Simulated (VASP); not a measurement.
Here is a VASP 6.6.1 calculation.

The input INCAR:

```
ALGO = Normal
EDIFF = 1E-6
EDIFFG = -0.04
ENCUT = 600
GGA = PE
IBRION = 2
ISIF = 3
ISMEAR = 0
LASPH = True
LCHARG = False
LREAL = False
LWAVE = False
NELM = 100
NSW = 90
PREC = Accurate
SIGMA = 0.1
```

KPOINTS

```
k-points
0
Gamma
  6 4 4
```

Contents of POSCAR:

```
NaH4
1.0
    2.8759885700      0.0000000000      0.0000000000
    0.0000000000      3.2370329200      2.7855292800
    0.0000000000     -3.2370329200      2.7855292800
Na H
1 4
Direct
    0.5000000000      0.6739683500      0.6739683500
    0.5000000000      0.3488087100      0.1591128700
    0.5000000000      0.1591128700      0.3488087100
    0.0000000000      0.1377748900      0.6015676400
    0.0000000000      0.6015676400      0.1377748900
```

Potentials or basis: VASP PAW PBE potentials, release 64 (Na_pv, H).

Run with:

```sh
$ cat potpaw_PBE.64/Na_pv/POTCAR potpaw_PBE.64/H/POTCAR > POTCAR
$ mpirun -np 1 vasp_std > vasp.out
```

Problem. What does it give for the band gap on the k mesh?

Solution. Zero (an odd number of electrons rules out a gap without spin polarisation).

Problem. Estimate the relaxed volume.

Solution. 9.55 Å³/atom.

Problem. Estimate the space group after relaxing (to 0.1 Å).

Solution. Amm2 (No. 38).

Stress tensor (GPa, compression positive):
```
-0.19  0.00  0.00
 0.00  0.02  0.00
 0.00  0.00 -0.39
```

Caveat: the k points lie up to 0.44 Å⁻¹ apart in the final cell, too coarse for converged energies and pressures of a metal.
